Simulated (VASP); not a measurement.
Wanted: the native input for a VASP 6.6.1 run.

```
Task                   : single point
Functional             : PBE
Potentials or basis    : VASP PAW PBE potentials, release 64 (Ni)
Cutoff                 : 520 eV
k mesh                 : 15 × 15 × 15
Occupations            : methfessel-paxton, width 1 eV
Spin                   : collinear spin, ferromagnetic start
Starting moments       : [0.672] μB
Dipole correction      : no
Further INCAR settings : ALGO = Normal; EDIFF = 1e-07; NBANDS = 15
```

The structure of Ni lies in POSCAR:

```
Ni
1.0
    0.0000000000      1.7596893266      1.7596893266
    1.7596893266      0.0000000000      1.7596893266
    1.7596893266      1.7596893266      0.0000000000
Ni
1
Direct
    0.0000000000      0.0000000000      0.0000000000
```

These files were run (other wordings do the same):

INCAR

```
SYSTEM = Ni
ALGO = Normal
EDIFF = 1E-7
ENCUT = 520
GGA = PE
ISIF = 2
ISMEAR = 1
ISPIN = 2
LASPH = .TRUE.
LCHARG = .FALSE.
LMAXMIX = 4
LORBIT = 11
LREAL = .FALSE.
LWAVE = .FALSE.
MAGMOM = 0.672
NBANDS = 15
NELM = 150
PREC = Accurate
SIGMA = 1.0
```

KPOINTS

```
k-points
0
G
  15 15 15
  0 0 0
```

Potentials or basis: VASP PAW PBE potentials, release 64 (Ni).

Run with:

```bash
$ cat potpaw_PBE.64/Ni/POTCAR > POTCAR
$ mpirun -np 1 vasp_std > vasp.out
```

Results of the run:

```json
{
  "Pressure": "-1.0 GPa",
  "Net moment": "0.43 μB per cell",
  "Site moments": "Ni +0.43 μB",
  "Valence electrons inside the program's atomic spheres": "Ni 9.31"
}
```

Caveat: so wide a smearing shifts energies and pressures.

Wall time 53 s on 1 thread of Intel Xeon 8259CL (shared host), peak memory 0.15 GiB.
